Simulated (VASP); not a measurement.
# Ge3F2 (P-3m1) in VASP: a series of runs

The runs below take Ge3F2 through single point, relaxation of cell and atoms, with PBE.

Program: VASP 6.6.1. These are calculated values, not measurements. Logs are shortened: lines on timing, memory, paths and dates and some standing lists are left out, and cuts for length are marked.

### Step 1. The cell of the first run

Symmetry: P-3m1, No. 164, trigonal system. Conventional cell: a = 3.302 Å, b = 3.302 Å, c = 12.227 Å, α = 90.00°, β = 90.00°, γ = 120.00°. Ge (site symmetry 3m) has 9 Ge at 2.83 to 3.30 Å within 3.7 Å. Ge (site symmetry -3m) has 6 F at 2.25 Å within 3.0 Å. F (site symmetry 3m) has 3 Ge at 2.25 Å and 3 F at 3.05 Å within 3.1 Å.

### Step 2. Single point, PBE

File INCAR:

```
SYSTEM = Ge3F2
PREC = Accurate ; ENCUT = 520
EDIFF = 1E-6 ; ISMEAR = 0
SIGMA = 0.1 ; LREAL = .FALSE.
LASPH = .TRUE. ; NELM = 100
ALGO = Normal ; ISIF = 2
LWAVE = .FALSE. ; LCHARG = .FALSE.
GGA = PE ; NBANDS = 36
```

File KPOINTS:

```
regular mesh
0
G
  12 12 4
  0 0 0
```

File POSCAR:

```
Ge3F2
1.0
    3.3018112768      0.0000000000      0.0000000000
   -1.6509056384      2.8594524443      0.0000000000
    0.0000000000      0.0000000000     12.2273752056
Ge F
3 2
Direct
    0.3333333333      0.6666666667      0.9143409585
    0.6666666667      0.3333333333      0.0856590415
    0.0000000000      0.0000000000      0.5000000000
    0.3333333333      0.6666666667      0.4028614562
    0.6666666667      0.3333333333      0.5971385438
```

Potentials or basis: VASP PAW PBE potentials, release 64 (Ge_d, F).

On the command line:

```
cat potpaw_PBE.64/Ge_d/POTCAR potpaw_PBE.64/F/POTCAR > POTCAR
mpirun -np 1 vasp_std > vasp.out
```

OUTCAR:

```text
SYSTEM = Ge3F2
   PREC = Accurate
   ENCUT = 520
   EDIFF = 1E-6
   ISMEAR = 0
   LREAL = .FALSE.
   LASPH = .TRUE.
   NELM = 100
   ISIF = 2
   GGA = PE

 ion  position               nearest neighbor table
   1  0.333  0.667  0.914-   2 2.83   2 2.83   2 2.83
   2  0.667  0.333  0.086-   1 2.83   1 2.83   1 2.83
   3  0.000  0.000  0.500-   4 2.25   5 2.25   5 2.25   4 2.25   5 2.25   4 2.25
   4  0.333  0.667  0.403-   3 2.25   3 2.25   3 2.25
   5  0.667  0.333  0.597-   3 2.25   3 2.25   3 2.25

  LATTYP: Found a hexagonal cell.
 ALAT       =     3.3018112768
 C/A-ratio  =     3.7032326140

  Lattice vectors:

 A1 = (   3.3018112768,   0.0000000000,   0.0000000000)
 A2 = (  -1.6509056384,   2.8594524443,   0.0000000000)
 A3 = (   0.0000000000,   0.0000000000,  12.2273752056)

Analysis of symmetry for initial positions (statically):
=====================================================================
 Subroutine PRICEL returns:
 Original cell was already a primitive cell.

 Routine SETGRP: Setting up the symmetry group for a
 hexagonal supercell.

 Subroutine GETGRP returns: Found 12 space group operations
 (whereof 12 operations were pure point group operations)
 out of a pool of 24 trial point group operations.

The static configuration has the point symmetry D_3d.

Analysis of symmetry for dynamics (positions and initial velocities):
=====================================================================
 Subroutine PRICEL returns:
 Original cell was already a primitive cell.

 Routine SETGRP: Setting up the symmetry group for a
 hexagonal supercell.

 Subroutine GETGRP returns: Found 12 space group operations
 (whereof 12 operations were pure point group operations)
 out of a pool of 24 trial point group operations.

The dynamic configuration has the point symmetry D_3d.

 Subroutine INISYM returns: Found 12 space group operations
 (whereof 12 operations are pure point group operations),
 and found     1 'primitive' translations

----------------------------------------------------------------------------------------

                                     Primitive cell

  volume of cell :     115.4432

  direct lattice vectors                    reciprocal lattice vectors
     3.301811277  0.000000000  0.000000000     0.302864069  0.174858652  0.000000000
    -1.650905638  2.859452444  0.000000000     0.000000000  0.349717304  0.000000000
     0.000000000  0.000000000 12.227375206     0.000000000  0.000000000  0.081783701

  length of vectors
     3.301811277  3.301811277 12.227375206     0.349717304  0.349717304  0.081783701

  position of ions in fractional coordinates (direct lattice)
     0.333333333  0.666666667  0.914340958
     0.666666667  0.333333333  0.085659042
     0.000000000  0.000000000  0.500000000
     0.333333333  0.666666667  0.402861456
     0.666666667  0.333333333  0.597138544

  ion indices of the primitive-cell ions
   primitive index   ion index
                 1           1
                 2           2
                 3           3
                 4           4
                 5           5

----------------------------------------------------------------------------------------

 KPOINTS: regular mesh

Automatic generation of k-mesh.
 Grid dimensions read from file:
 generate k-points for:   12   12    4

 Generating k-lattice:

  Cartesian coordinates                     Fractional coordinates (reciprocal lattice)
     0.025238672  0.014571554  0.000000000     0.083333333 -0.000000000  0.000000000
     0.000000000  0.029143109  0.000000000     0.000000000  0.083333333  0.000000000
     0.000000000  0.000000000  0.020445925     0.000000000  0.000000000  0.250000000

  Length of vectors
     0.029143109  0.029143109  0.020445925

  Shift w.r.t. Gamma in fractional coordinates (k-lattice)
     0.000000000  0.000000000  0.000000000

 Subroutine IBZKPT returns following result:
 ===========================================

 Found     69 irreducible k-points:

 Following reciprocal coordinates:
            Coordinates               Weight
  0.000000  0.000000  0.000000      1.000000
  0.083333 -0.000000  0.000000      6.000000
  0.166667  0.000000  0.000000      6.000000
  0.250000 -0.000000  0.000000      6.000000
  0.333333 -0.000000  0.000000      6.000000
  0.416667 -0.000000  0.000000      6.000000
[... 16 lines left out ...]
  0.166667  0.000000  0.250000      6.000000
  0.000000  0.166667  0.250000      6.000000
 [... further k-points ...]
   k-points           NKPTS =     69   k-points in BZ     NKDIM =     69   number of bands    NBANDS=     36
   number of dos      NEDOS =    301   number of ions     NIONS =      5
   total plane-waves  NPLWV =  75264
   dimension x,y,z NGX =    28 NGY =   28 NGZ =   96
   dimension x,y,z NGXF=    56 NGYF=   56 NGZF=  192
   ions per type =               3   2
   NGX,Y,Z   is equivalent  to a cutoff of  14.10, 14.10, 13.05 a.u.
   NGXF,Y,Z  is equivalent  to a cutoff of  28.20, 28.20, 26.10 a.u.
 SYSTEM =  Ge3F2
   PREC   = accura    normal or accurate (medium, high low for compatibility)
   ISTART =      0    job   : 0-new  1-cont  2-samecut
   ICHARG =      2    charge: 1-file 2-atom 10-const
   ISPIN  =      1    spin polarized calculation?
   LNONCOLLINEAR =      F non collinear calculations
   LSORBIT =      F    spin-orbit coupling
   LASPH  =      T    aspherical Exc in radial PAW
   ENCUT  =  520.0 eV  38.22 Ry    6.18 a.u.   6.14  6.14 22.73*2*pi/ulx,y,z
   NELM   =    100;   NELMIN=  2; NELMDL= -5     # of ELM steps
   EDIFF  = 0.1E-05   stopping-criterion for ELM
   LREAL  =      F    real-space projection
[... 7 lines left out ...]
   TEBEG  =    0.0;   TEEND  =   0.0 temperature during run
   PSTRESS=    0.0 pullay stress
   NELECT =      56.0000    total number of electrons
   NUPDOWN=      -1.0000    fix difference up-down
   EMIN   =  10.00;   EMAX   =-10.00  energy-range for DOS
   EFERMI =   0.00;   METHOD = LEGACY
   ISMEAR =     0;   SIGMA  =   0.10  broadening in eV -4-tet -1-fermi 0-gaus
   EFERMI_NEDOS =   21; number of points for ismear=-14 and -15
   IALGO  =     38    algorithm
   IMIX   =      4    mixing-type and parameters
     AMIX     =   0.40;   BMIX     =  1.00
     AMIX_MAG =   1.60;   BMIX_MAG =  1.00
  volume/ion in A,a.u.               =      23.09       155.81
  Fermi-wavevector in a.u.,A,eV,Ry     =   1.286317  2.430787 22.512360  1.654612
  Thomas-Fermi vector in A             =   2.418399
   LORBIT       =      0    0 simple, 1 ext, 2 COOP (PROOUT), +10 PAW based schemes
   GGA     = PE    functional components
   LHFCALC =     F    Hartree Fock is set to
   AEXX    =    0.0000 exact exchange contribution
   IVDW    =     0    specifies the selected vdW correction
   LEPSILON=     F    determine dielectric tensor
   LRPA    =     F    only Hartree local field effects (RPA)
 non-spin polarized calculation
 Gauss-broadening in eV      SIGMA  =   0.10
  energy-cutoff  :      520.00
  volume of cell :      115.44
 maximum number of plane-waves:      3144
 NGX is ok and might be reduce to    28
   NGX = 13   NGY = 13   NGZ = 45

 number of electron      55.9999989 magnetization

 Free energy of the ion-electron system (eV)
  ---------------------------------------------------
  ext. energy  EPLUGINS =         0.00000000
  ---------------------------------------------------
  free energy    TOTEN  =       -21.38669846 eV

  energy without entropy =      -21.37913142  energy(sigma->0) =      -21.38291494

 E-fermi :   2.0948     XC(G=0):  -8.4327

 val. band max:        2.0933552463   @ k =   0.2500   0.2500   0.0000
 cond. band min:       2.2267366833   @ k =  -0.1667   0.4167   0.2500
 fundamental gap:      0.1333814371
 Fermi energy:         2.0948190121

 k-point     1 :       0.0000    0.0000    0.0000
  band No.  band energies     occupation
      1     -23.9904      2.00000
      2     -23.9859      2.00000
      3     -23.9859      2.00000
      4     -23.9554      2.00000
      5     -23.9554      2.00000
      6     -22.8291      2.00000
[... 28 lines left out ...]
     35       8.7490      0.00000
     36       8.7490      0.00000

 k-point     2 :       0.0833   -0.0000    0.0000
  band No.  band energies     occupation
      1     -23.9954      2.00000
      2     -23.9874      2.00000
      3     -23.9833      2.00000
      4     -23.9628      2.00000
      5     -23.9558      2.00000
      6     -22.8096      2.00000
[... 28 lines left out ...]
     35       8.4556      0.00000
     36       8.8144      0.00000

 k-point     3 :       0.1667    0.0000    0.0000
  band No.  band energies     occupation
      1     -24.0307      2.00000
      2     -23.9808      2.00000
      3     -23.9763      2.00000
      4     -23.9705      2.00000
      5     -23.9570      2.00000
      6     -22.7534      2.00000
[... 28 lines left out ...]
     35       8.6697      0.00000
     36       8.7313      0.00000

 k-point     4 :       0.2500   -0.0000    0.0000
  band No.  band energies     occupation
      1     -24.0819      2.00000
      2     -23.9783      2.00000
      3     -23.9682      2.00000
      4     -23.9668      2.00000
      5     -23.9584      2.00000
      6     -22.6701      2.00000
[... 28 lines left out ...]
     35       8.2832      0.00000
     36       9.0900      0.00000

 k-point     5 :       0.3333   -0.0000    0.0000
  band No.  band energies     occupation
      1     -24.1305      2.00000
      2     -23.9812      2.00000
      3     -23.9606      2.00000
      4     -23.9599      2.00000
      5     -23.9565      2.00000
      6     -22.5792      2.00000
[... 655 lines left out ...]
 k-point    22 :       0.0000    0.0833    0.2500
  band No.  band energies     occupation
      1     -23.9954      2.00000
      2     -23.9874      2.00000
      3     -23.9833      2.00000
      4     -23.9628      2.00000
      5     -23.9558      2.00000
      6     -22.8096      2.00000
[... 28 lines left out ...]
     35       8.7591      0.00000
     36       8.8143      0.00000

 k-point    23 :       0.1667    0.0000    0.2500
  band No.  band energies     occupation
      1     -24.0307      2.00000
      2     -23.9808      2.00000
      3     -23.9763      2.00000
      4     -23.9705      2.00000
      5     -23.9570      2.00000
      6     -22.7532      2.00000
[... 28 lines left out ...]
     35       8.6696      0.00000
     36       8.9576      0.00000

 k-point    24 :       0.0000    0.1667    0.2500
  band No.  band energies     occupation
      1     -24.0307      2.00000
      2     -23.9808      2.00000
      3     -23.9763      2.00000
      4     -23.9705      2.00000
      5     -23.9570      2.00000
      6     -22.7533      2.00000
[... 28 lines left out ...]
     35       8.6697      0.00000
     36       9.0351      0.00000

 [... further k-points ...]
[... 5 lines left out ...]
  --------------------------------------------------------------------------------------
  -------------------------------------------------------------------------------------
  Total       -0.0044113     -0.0044113     -0.0174283      0.0000000      0.0000000     -0.0000000
  in kB       -0.0612217     -0.0612217     -0.2418791      0.0000000      0.0000000     -0.0000000
  external PRESSURE =      -0.1214408 kB  Pullay stress =       0.0000000 kB

 VOLUME and BASIS-vectors are now :
 -----------------------------------------------------------------------------
  energy-cutoff  :      520.00
  volume of cell :      115.44
      direct lattice vectors                 reciprocal lattice vectors
     3.301811277  0.000000000  0.000000000     0.302864069  0.174858652  0.000000000
    -1.650905638  2.859452444  0.000000000     0.000000000  0.349717304  0.000000000
     0.000000000  0.000000000 12.227375206     0.000000000  0.000000000  0.081783701

 POSITION                                       TOTAL-FORCE (eV/Angst)
 -----------------------------------------------------------------------------------
     -0.00000      1.90630     11.17999        -0.000000     -0.000000     -0.008373
      1.65091      0.95315      1.04739         0.000000      0.000000      0.008373
      0.00000      0.00000      6.11369        -0.000000      0.000000      0.000000
     -0.00000      1.90630      4.92594         0.000000     -0.000000     -0.023263
      1.65091      0.95315      7.30144        -0.000000      0.000000      0.023263
 -----------------------------------------------------------------------------------
    total drift:                                0.000000     -0.000000      0.000000

  FREE ENERGIE OF THE ION-ELECTRON SYSTEM (eV)
  ---------------------------------------------------
  free  energy   TOTEN  =       -21.3866984634 eV

  energy  without entropy=      -21.3791314241  energy(sigma->0) =      -21.38291494
```

It took 3.4 min on 1 thread of AMD EPYC 9R45 (Zen 5), shared host; peak memory 0.36 GiB.

Results:

* Free energy: -21.3867 eV
* Pressure: 0.0 GPa
* Largest force: 0.023 eV/Å
* Band gap on the k mesh: zero (bands 28 and 29 overlap by 2.49 eV)

Forces in eV/Å, atoms in the order of the input:
```
Ge   0.000  0.000 -0.008
Ge   0.000  0.000  0.008
Ge   0.000  0.000  0.000
F    0.000  0.000 -0.023
F    0.000  0.000  0.023
```

Levels at points of the mesh, in eV from the Fermi level:
| k point | band 26 | band 27 | band 28 | band 29 | band 30 | band 31 |
| --- | --- | --- | --- | --- | --- | --- |
| (0.00, 0.00, 0.00) | -3.93 | -1.58 | 0.52 | 3.63 | 4.90 | 4.90 |
| (0.50, 0.00, 0.00) | -2.84 | -2.57 | -1.58 | 1.22 | 2.03 | 2.12 |
| (0.00, 0.00, 0.50) | -3.90 | -1.63 | 0.62 | 3.39 | 4.89 | 4.89 |
| (0.50, 0.00, 0.50) | -2.83 | -2.58 | -1.57 | 1.24 | 2.03 | 2.09 |

[end of part 1 of 3]

The gap in the log of VASP goes by the Fermi energy; the results here count the filled bands.